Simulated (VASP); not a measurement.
A run of VASP 6.6.1 is set up as follows.

Contents of INCAR:

```
SYSTEM = BeBCl2
ALGO = Fast
EDIFF = 1E-7
ENCUT = 520
GGA = PE
ISIF = 2
ISMEAR = 0
LASPH = .True.
LCHARG = .True.
LELF = .True.
LREAL = .False.
LVHAR = .True.
LWAVE = .False.
NBANDS = 29
NELM = 60
PREC = Accurate
SIGMA = 0.1
```

Contents of KPOINTS:

```
k-points
0
Gamma
  12 12 4
  0 0 0
```

File POSCAR:

```
BeBCl2
1.0
    3.2125298599      0.0000000000      0.0000000000
   -1.6062649300      2.7821324691      0.0000000000
    0.0000000000      0.0000000000     14.9303600063
Be B Cl
2 2 4
Direct
    0.3333333333      0.6666666667      0.8905114794
    0.6666666667      0.3333333333      0.1094885206
    0.6666666667      0.3333333333      0.3901534032
    0.3333333333      0.6666666667      0.6098465968
    0.6666666667      0.3333333333      0.8188714542
    0.0000000000      0.0000000000      0.0000000000
    0.3333333333      0.6666666667      0.1811285458
    0.0000000000      0.0000000000      0.5000000000
```

Potentials or basis: VASP PAW PBE potentials, release 64 (Be, B, Cl).

Launch:

```bash
$ cat potpaw_PBE.64/Be/POTCAR potpaw_PBE.64/B/POTCAR potpaw_PBE.64/Cl/POTCAR > POTCAR
$ mpirun -np 1 vasp_std > vasp.out
```

(1) Predict the band gap on the k mesh.

(2) Estimate the largest force.

(3) Predict the pressure.

## Answers

(1) zero (bands 19 and 20 overlap by 2.13 eV).

(2) 0.012 eV/Å.

(3) 0.0 GPa.

Caveat: this functional lacks dispersion, which binds layers or chains, so the pressure and a relaxed spacing across them are unreliable.
